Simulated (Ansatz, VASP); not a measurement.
## Na7H: VASP beside Ansatz

```xyz
8
Lattice="-3.3235 3.3235 3.3235 3.3235 -3.3235 3.3235 3.3235 3.3235 -3.3235" Properties=species:S:1:pos:R:3 pbc="T T T"
Na    3.3235    0.0000    0.0000
Na    0.0000    3.3235    0.0000
Na    0.0000    0.0000    3.3235
Na    1.4424    1.4424    1.4424
Na    1.8811    1.8811   -1.8811
Na    1.8811   -1.8811    1.8811
Na   -1.8811    1.8811    1.8811
H     0.0000    0.0000    0.0000
```

Alike in both runs: task single point; functional PBE; k mesh 4 × 4 × 4; occupations gaussian, width 0.1 eV; no spin polarisation.

|  | VASP | Ansatz |
| --- | --- | --- |
| version | VASP 6.6.1 | Ansatz 0.2.0 |
| potentials or method | VASP PAW PBE potentials, release 64 (Na_pv, H), cutoff 520 eV | scalar-relativistic, plane waves, PAW |
| valence electrons in the cell | 50 | 64 |

Ansatz gave:

- gap on the k mesh at the Fermi level (eV): none
- pressure (GPa): 13.4
- rms of the force components (eV/Å): 0.139

Problem. Which values does VASP return?

Solution. gap on the k mesh at the Fermi level (eV): none; pressure (GPa): 13.4; rms of the force components (eV/Å): 0.140.

Atom by atom the forces differ by 0.000 eV/Å (rms over components). A gap of «none» marks a metal or a gap that the smearing closes. VASP's potentials hold 50 valence electrons a cell and Ansatz's 64, so a difference there can come from the potentials and not from the codes.
